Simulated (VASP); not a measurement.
Runs of VASP 6.6.1 on KBr. The structure is that of space group Pm-3m (No. 221), or close to it. The cells are those of the table. 

```tsv
level	cell	gap on the mesh (eV)	pressure (GPa)
PBE	a = 3.998 Å, 2 atoms	3.97	0.5
r2SCAN	a = 4.054 Å, 2 atoms	4.57	(a)
PBE	a = 4.118 Å, 2 atoms	3.71	-0.8
r2SCAN	a = 3.936 Å, 2 atoms	(b)	0.6
r2SCAN	a = 3.976 Å, 2 atoms	4.77	0.0
r2SCAN	a = 4.016 Å, 2 atoms	4.67	-0.5
PBE	a = 4.079 Å, 2 atoms	3.79	-0.4
r2SCAN	a = 3.895 Å, 2 atoms	5.01	1.4
```

Alike in all rows: task single point; potentials or basis VASP PAW PBE potentials, release 64 (K_sv, Br); no spin polarisation; k mesh 6 × 6 × 6; cutoff (eV) 520; smearing gaussian 0.01 eV.

**Question.** Estimate the missing entries.

**Answer.** (a) -1.0; (b) 4.89.

Caveats: the PAW data sets were made with another functional, which shifts forces and pressure a little (some runs).

A k mesh can miss the band edges, and the runs leave out spin-orbit coupling on Br.
